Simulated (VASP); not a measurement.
# LaSb (Fm-3m) in VASP: a series of runs, part 2 of 2

VASP 6.6.1.

## Step 3: Electric field gradients, LDA (30.75 Å³/atom)

This run uses another cell than the first one, of 30.75 Å³/atom.

INCAR

```
PREC     = Accurate       # precision mode
ENCUT    = 520            # plane-wave cutoff, eV
EDIFF    = 1E-8           # SCF threshold, eV
ISMEAR   = -1             # smearing method
SIGMA    = 0.05           # smearing width, eV
LREAL    = False          # projectors in reciprocal space
LASPH    = True           # aspherical terms in the spheres
NELM     = 80             # most SCF steps
ALGO     = Normal         # electronic algorithm
ISIF     = 2              # what is computed and relaxed
LWAVE    = False          # write WAVECAR
LCHARG   = False          # write CHGCAR
GGA      = CA             # functional
LEFG     = True         
NBANDS   = 15             # bands
```

KPOINTS

```
regular mesh
0
Gamma
  10 10 10
```

POSCAR

```
LaSb
1.0
    0.0000000000      3.1330130530      3.1330130530
    3.1330130530      0.0000000000      3.1330130530
    3.1330130530      3.1330130530      0.0000000000
La Sb
1 1
Direct
    0.0000000000      0.0000000000      0.0000000000
    0.5000000000      0.5000000000      0.5000000000
```

Potentials or basis: VASP PAW LDA potentials, release 64 (La, Sb).

Started as:

```sh
cat potpaw_LDA.64/La/POTCAR potpaw_LDA.64/Sb/POTCAR > POTCAR
mpirun -np 1 vasp_std > vasp.out
```

OUTCAR:

```text
PREC = Accurate
   ENCUT = 520
   EDIFF = 1E-8
   ISMEAR = -1
   LREAL = False
   LASPH = True
   NELM = 80
   ISIF = 2
   GGA = CA

 ion  position               nearest neighbor table
   1  0.000  0.000  0.000-   2 3.13   2 3.13   2 3.13   2 3.13   2 3.13   2 3.13
   2  0.500  0.500  0.500-   1 3.13   1 3.13   1 3.13   1 3.13   1 3.13   1 3.13

  LATTYP: Found a face centered cubic cell.
 ALAT       =     6.2660261060

  Lattice vectors:

 A1 = (   0.0000000000,   3.1330130530,   3.1330130530)
 A2 = (   3.1330130530,   0.0000000000,   3.1330130530)
 A3 = (   3.1330130530,   3.1330130530,   0.0000000000)

Analysis of symmetry for initial positions (statically):
=====================================================================
 Subroutine PRICEL returns:
 Original cell was already a primitive cell.

 Routine SETGRP: Setting up the symmetry group for a
 face centered cubic supercell.

 Subroutine GETGRP returns: Found 48 space group operations
 (whereof 48 operations were pure point group operations)
 out of a pool of 48 trial point group operations.

The static configuration has the point symmetry O_h .

Analysis of symmetry for dynamics (positions and initial velocities):
=====================================================================
 Subroutine PRICEL returns:
 Original cell was already a primitive cell.

 Routine SETGRP: Setting up the symmetry group for a
 face centered cubic supercell.

 Subroutine GETGRP returns: Found 48 space group operations
 (whereof 48 operations were pure point group operations)
 out of a pool of 48 trial point group operations.

The dynamic configuration has the point symmetry O_h .
[... 165 lines left out ...]
     10       8.8171      0.00000
     11       8.8171      0.00000
     12       9.6689      0.00000
     13       9.7190      0.00000
     14       9.7190      0.00000
[... 401 lines left out ...]
      2      -8.5013      2.00000
      3      -8.2852      2.00000
      4      -8.2714      2.00000
      5      -0.8347      2.00000
      6       5.4329      2.00000
      7       6.7577      2.00000
      8       7.1110      1.99972
      9       7.8500      0.00545
     10       9.8880      0.00000
     11       9.9232      0.00000
     12       9.9657      0.00000
     13       9.9821      0.00000
     14      10.1081      0.00000
     15      10.3088      0.00000

 [... further k-points ...]
[... 5 lines left out ...]
  --------------------------------------------------------------------------------------
  -------------------------------------------------------------------------------------
  Total        1.7260801      1.7260801      1.7260801     -0.0000000      0.0000000     -0.0000000
  in kB       44.9629628     44.9629628     44.9629628     -0.0000000      0.0000000     -0.0000000
  external PRESSURE =      44.9629628 kB  Pullay stress =       0.0000000 kB

 VOLUME and BASIS-vectors are now :
 -----------------------------------------------------------------------------
  energy-cutoff  :      520.00
  volume of cell :       61.51
      direct lattice vectors                 reciprocal lattice vectors
     0.000000000  3.133013053  3.133013053    -0.159590781  0.159590781  0.159590781
     3.133013053  0.000000000  3.133013053     0.159590781 -0.159590781  0.159590781
     3.133013053  3.133013053  0.000000000     0.159590781  0.159590781 -0.159590781

 POSITION                                       TOTAL-FORCE (eV/Angst)
 -----------------------------------------------------------------------------------
      0.00000      0.00000      0.00000        -0.000000     -0.000000     -0.000000
      3.13301      3.13301      3.13301         0.000000      0.000000      0.000000
 -----------------------------------------------------------------------------------
    total drift:                               -0.000000      0.000000      0.000000

  FREE ENERGIE OF THE ION-ELECTRON SYSTEM (eV)
  ---------------------------------------------------
  free  energy   TOTEN  =       -12.8563402626 eV

  energy  without entropy=      -12.8539485718  energy(sigma->0) =      -12.85514442

 Electric field gradients (V/A^2)
---------------------------------------------------------------------
 ion       V_xx      V_yy      V_zz      V_xy      V_xz      V_yz
---------------------------------------------------------------------
   1       0.000    -0.000    -0.000    -0.000    -0.000    -0.000
   2      -0.000    -0.000    -0.000    -0.000    -0.000    -0.000
---------------------------------------------------------------------

 Electric field gradients after diagonalization (V/A^2)
 (convention: |V_zz| > |V_xx| > |V_yy|)
----------------------------------------------------------------------
 ion       V_xx      V_yy      V_zz     asymmetry (V_yy - V_xx)/ V_zz
----------------------------------------------------------------------
   1       0.000     0.000    -0.001       0.000
   2       0.000     0.000    -0.000       0.000
----------------------------------------------------------------------

           NMR quadrupolar parameters

 Cq : quadrupolar parameter    Cq=e*Q*V_zz/h
 eta: asymmetry parameters     (V_yy - V_xx)/ V_zz
 Q  : nuclear electric quadrupole moment in mb (millibarn)
----------------------------------------------------------------------
 ion       Cq(MHz)       eta       Q (mb)
----------------------------------------------------------------------
   1      -0.000       0.000       1.000
   2      -0.000       0.000       1.000
----------------------------------------------------------------------
```

Run time: 23 s. Hardware: 1 thread of Intel Xeon 6975P-C (Granite Rapids), shared host; peak memory 0.21 GiB.

Results:

```yaml
Free_energy: -12.8563 eV
Pressure: 4.5 GPa
Band_gap_on_the_k_mesh: zero (bands 8 and 9 overlap by 0.47 eV)
Largest_electric_field_gradient_by_atom: zero within the noise of the run
```

Levels at points of the mesh, in eV from the Fermi level:
| k point | band 6 | band 7 | band 8 | band 9 | band 10 | band 11 |
| --- | --- | --- | --- | --- | --- | --- |
| (0.00, 0.00, 0.00) | 0.29 | 0.29 | 0.29 | 1.26 | 1.26 | 1.26 |
| (0.50, 0.00, 0.00) | -3.47 | -1.80 | -1.80 | 1.97 | 2.27 | 2.27 |
| (0.50, 0.50, 0.00) | -1.34 | -0.47 | -0.13 | -0.13 | 2.35 | 2.39 |

Caveat: the cell stands under pressure; spin-orbit coupling is left out, which moves the levels of the heavy elements.

## Step 4: Electric field gradients, LDA (34.17 Å³/atom)

This run uses another cell than the first one, of 34.17 Å³/atom.

INCAR

```
PREC = Accurate
ENCUT = 520
EDIFF = 1E-8
ISMEAR = -1
SIGMA = 0.05
LREAL = F
LASPH = T
NELM = 60
ALGO = Normal
ISIF = 2
LWAVE = F
LCHARG = F
GGA = CA
LEFG = T
NBANDS = 15
```

KPOINTS

```
Automatic mesh
0
Gamma
  10 10 10
```

POSCAR

```
LaSb
1.0
    0.0000000000      3.2450000000      3.2450000000
    3.2450000000      0.0000000000      3.2450000000
    3.2450000000      3.2450000000      0.0000000000
La Sb
1 1
Direct
    0.0000000000      0.0000000000      0.0000000000
    0.5000000000      0.5000000000      0.5000000000
```

Potentials or basis: VASP PAW LDA potentials, release 64 (La, Sb).

Started as:

```sh
cat potpaw_LDA.64/La/POTCAR potpaw_LDA.64/Sb/POTCAR > POTCAR
mpirun -np 1 vasp_std > vasp.out
```

OUTCAR:

```text
PREC = Accurate
   ENCUT = 520
   EDIFF = 1E-8
   ISMEAR = -1
   LREAL = F
   LASPH = T
   NELM = 60
   ISIF = 2
   GGA = CA

 ion  position               nearest neighbor table
   1  0.000  0.000  0.000-   2 3.25   2 3.25   2 3.25   2 3.25   2 3.25   2 3.25
   2  0.500  0.500  0.500-   1 3.25   1 3.25   1 3.25   1 3.25   1 3.25   1 3.25

  LATTYP: Found a face centered cubic cell.
 ALAT       =     6.4900000000

  Lattice vectors:

 A1 = (   0.0000000000,   3.2450000000,   3.2450000000)
 A2 = (   3.2450000000,   0.0000000000,   3.2450000000)
 A3 = (   3.2450000000,   3.2450000000,   0.0000000000)

Analysis of symmetry for initial positions (statically):
=====================================================================
 Subroutine PRICEL returns:
 Original cell was already a primitive cell.

 Routine SETGRP: Setting up the symmetry group for a
 face centered cubic supercell.

 Subroutine GETGRP returns: Found 48 space group operations
[... 619 lines left out ...]
  volume of cell :       68.34
      direct lattice vectors                 reciprocal lattice vectors
     0.000000000  3.245000000  3.245000000    -0.154083205  0.154083205  0.154083205
     3.245000000  0.000000000  3.245000000     0.154083205 -0.154083205  0.154083205
     3.245000000  3.245000000  0.000000000     0.154083205  0.154083205 -0.154083205

 POSITION                                       TOTAL-FORCE (eV/Angst)
 -----------------------------------------------------------------------------------
      0.00000      0.00000      0.00000         0.000000      0.000000      0.000000
      3.24500      3.24500      3.24500        -0.000000      0.000000     -0.000000
 -----------------------------------------------------------------------------------
    total drift:                                0.000000      0.000000      0.000000

  FREE ENERGIE OF THE ION-ELECTRON SYSTEM (eV)
  ---------------------------------------------------
  free  energy   TOTEN  =       -12.8918029230 eV

  energy  without entropy=      -12.8899467113  energy(sigma->0) =      -12.89087482

 Electric field gradients (V/A^2)
---------------------------------------------------------------------
 ion       V_xx      V_yy      V_zz      V_xy      V_xz      V_yz
---------------------------------------------------------------------
   1      -0.000     0.000     0.000     0.000     0.000     0.000
   2      -0.000    -0.000    -0.000    -0.000    -0.000    -0.000
---------------------------------------------------------------------

 Electric field gradients after diagonalization (V/A^2)
 (convention: |V_zz| > |V_xx| > |V_yy|)
----------------------------------------------------------------------
 ion       V_xx      V_yy      V_zz     asymmetry (V_yy - V_xx)/ V_zz
----------------------------------------------------------------------
   1      -0.000    -0.000     0.000       0.000
   2       0.000     0.000    -0.000       0.000
----------------------------------------------------------------------

           NMR quadrupolar parameters

 Cq : quadrupolar parameter    Cq=e*Q*V_zz/h
 eta: asymmetry parameters     (V_yy - V_xx)/ V_zz
 Q  : nuclear electric quadrupole moment in mb (millibarn)
----------------------------------------------------------------------
 ion       Cq(MHz)       eta       Q (mb)
----------------------------------------------------------------------
   1       0.000       0.000       1.000
   2      -0.000       0.000       1.000
----------------------------------------------------------------------
```

OSZICAR:

```text
N       E                     dE             d eps       ncg     rms          rms(c)
DAV:   1     0.129091168474E+03    0.12909E+03   -0.53995E+03  1418   0.125E+03
DAV:   2     0.962161590826E+00   -0.12813E+03   -0.11759E+03  1828   0.186E+02
DAV:   3    -0.122164878892E+02   -0.13179E+02   -0.12887E+02  1897   0.992E+01
DAV:   4    -0.129903322902E+02   -0.77384E+00   -0.76987E+00  2574   0.187E+01
DAV:   5    -0.130097554999E+02   -0.19423E-01   -0.19408E-01  1800   0.301E+00    0.360E+00
DAV:   6    -0.129124462355E+02    0.97309E-01   -0.18639E-01  2196   0.185E+00    0.222E+00
DAV:   7    -0.128931614260E+02    0.19285E-01   -0.78778E-02  2471   0.139E+00    0.718E-01
DAV:   8    -0.128921142794E+02    0.10471E-02   -0.13355E-02  2447   0.763E-01    0.141E-01
DAV:   9    -0.128918106585E+02    0.30362E-03   -0.16035E-03  2544   0.337E-01    0.550E-02
DAV:  10    -0.128918001432E+02    0.10515E-04   -0.11898E-04  2509   0.900E-02    0.199E-02
DAV:  11    -0.128918025355E+02   -0.23923E-05   -0.10070E-05  2342   0.248E-02    0.585E-03
DAV:  12    -0.128918029265E+02   -0.39099E-06   -0.13803E-06  2684   0.102E-02    0.152E-03
DAV:  13    -0.128918029230E+02    0.35520E-08   -0.81458E-08  2191   0.288E-03
   1 F= -.12891803E+02 E0= -.12890875E+02  d E =-.185621E-02
```

stdout:

```text
POSCAR found type information on POSCAR LaSb
 POSCAR found :  2 types and       2 ions
 scaLAPACK will be used
 LDA part: xc-table for (Slater(with rela. corr.)+CA(PZ))
 , standard interpolation
 POSCAR, INCAR and KPOINTS ok, starting setup
 FFT: planning ... GRIDC
 FFT: planning ... GRID_SOFT
 FFT: planning ... GRID
 WAVECAR not read
 entering main loop
ion   1

ion   2
```

It took 23 s on 1 thread of Intel Xeon 6975P-C (Granite Rapids), shared host; peak memory 0.21 GiB.

What came out:

| Property | Result |
| --- | --- |
| Free energy | -12.8918 eV |
| Pressure | -2.3 GPa |
| Band gap on the k mesh | zero (bands 8 and 9 overlap by 0.46 eV) |
| Largest electric field gradient by atom | zero within the noise of the run |

Levels at points of the mesh, in eV from the Fermi level:
| k point | band 6 | band 7 | band 8 | band 9 | band 10 | band 11 |
| --- | --- | --- | --- | --- | --- | --- |
| (0.00, 0.00, 0.00) | 0.20 | 0.20 | 0.20 | 1.26 | 1.26 | 1.26 |
| (0.50, 0.00, 0.00) | -3.22 | -1.62 | -1.62 | 1.72 | 1.93 | 1.93 |
| (0.50, 0.50, 0.00) | -1.46 | -0.26 | -0.26 | -0.26 | 1.99 | 2.02 |

Caveat: spin-orbit coupling is left out, which moves the levels of the heavy elements.

## Step 5: The runs side by side

| level | U | cell | gap on the mesh (eV) | pressure (GPa) |
| --- | --- | --- | --- | --- |
| LDA+U | La f U = 2.0 eV | a = 3.517 Å, angles 60.0°, 2 atoms | none | 207.1 |
| LDA | - | a = 4.431 Å, angles 60.0°, 2 atoms | none | 4.5 |
| LDA | - | a = 4.589 Å, angles 60.0°, 2 atoms | none | -2.3 |

Alike in all rows: task electric field gradients; potentials or basis VASP PAW LDA potentials, release 64 (La, Sb); no spin polarisation; k mesh 10 × 10 × 10; cutoff (eV) 520; smearing fermi-dirac 0.05 eV.

Caveats: spin-orbit coupling is left out, which moves the levels of the heavy elements; the cell stands under pressure (at least some runs); U without spin polarisation on a metal has little footing (at least some runs); the U is typed as a test and isn't derived for this compound (at least some runs).

Total energies depend on the potentials used, so only differences within one code and one set of settings carry meaning.
